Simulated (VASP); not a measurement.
A run of VASP 6.6.1:

INCAR

```
SYSTEM = Cr
PREC = Accurate
ENCUT = 520
EDIFF = 1E-6
ISMEAR = -1
SIGMA = 0.1
LREAL = .False.
LASPH = .True.
NELM = 80
ALGO = Normal
ISIF = 2
LWAVE = .False.
LCHARG = .True.
GGA = B5
ALDAX = 1.0
AGGAX = 1.0
AGGAC = 1.0
ALDAC = 0.0
LELF = .True.
LVHAR = .True.
NBANDS = 12
```

File KPOINTS:

```
Automatic mesh
0
Gamma
  24 24 24
  0 0 0
```

Contents of POSCAR:

```
Cr
1.0
    0.0000000000      1.8314286076      1.8314286076
    1.8314286076      0.0000000000      1.8314286076
    1.8314286076      1.8314286076      0.0000000000
Cr
1
Direct
    0.0000000000      0.0000000000      0.0000000000
```

Potentials or basis: VASP PAW PBE potentials, release 64 (Cr_pv).

The run is started by

```console
$ cat potpaw_PBE.64/Cr_pv/POTCAR > POTCAR
$ mpirun -np 1 vasp_std > vasp.out
```

Hardware: 1 thread of Intel(R) Xeon(R) Platinum 8375C CPU @ 2.90GHz (Ice Lake), with other jobs on the host.

**Question.** How long does it take, and how much memory?

**Answer.** Run time: 45 s on 1 thread of Intel(R) Xeon(R) Platinum 8375C CPU @ 2.90GHz (Ice Lake) (shared host), peak memory 0.17 GiB. Counts: scf iterations 12, k points 413.
